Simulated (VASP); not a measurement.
Here is a VASP 6.6.1 calculation.

The input INCAR:

```
SYSTEM = Te
ALGO     = Normal         ! electronic algorithm
EDIFF    = 1E-6           ! SCF threshold, eV
ENCUT    = 520            ! plane-wave cutoff, eV
ISIF     = 2              ! what is computed and relaxed
ISMEAR   = -1             ! smearing method
LASPH    = .TRUE.         ! aspherical terms in the spheres
LCHARG   = .FALSE.        ! write CHGCAR
LREAL    = .FALSE.        ! projectors in reciprocal space
LWAVE    = .FALSE.        ! write WAVECAR
NBANDS   = 16             ! bands
NELM     = 100            ! most SCF steps
PREC     = Accurate       ! precision mode
SIGMA    = 0.05           ! smearing width, eV
```

KPOINTS

```
k-points
0
G
  2 2 1
  0 0 0
```

Contents of POSCAR:

```
Te
1.0
    4.2966332825      0.0000000000      0.0000000000
   -2.1483166412      3.7209935734      0.0000000000
    0.0000000000      0.0000000000      5.9041060663
Te
3
Direct
    0.2855404168      1.0000000000      0.3333333333
    1.0000000000      0.2855404168      0.6666666667
    0.7144595832      0.7144595832      1.0000000000
```

Potentials or basis: VASP PAW LDA potentials, release 64 (Te).

Launch:

```bash
$ cat potpaw_LDA.64/Te/POTCAR > POTCAR
$ mpirun -np 1 vasp_std > vasp.out
```

**Question.** What does it give for the band gap on the k mesh?

**Answer.** 1.21 eV.

**Question.** Predict the pressure.

**Answer.** 1.2 GPa.

**Question.** What does it give for the largest force?

**Answer.** 1.915 eV/Å.

Forces in eV/Å, atoms in the order of the input:
```
Te  -1.915  0.000  0.000
Te   0.957 -1.658  0.000
Te   0.957  1.658  0.000
```

Caveat: the k points lie up to 1.06 Å⁻¹ apart; spin-orbit coupling is left out, which moves the levels of the heavy elements; an odd mesh through Γ misses points on the zone boundary, where band edges can lie; forces of over 1 eV/Å act on the atoms, so gaps and moduli don't describe the material at rest.
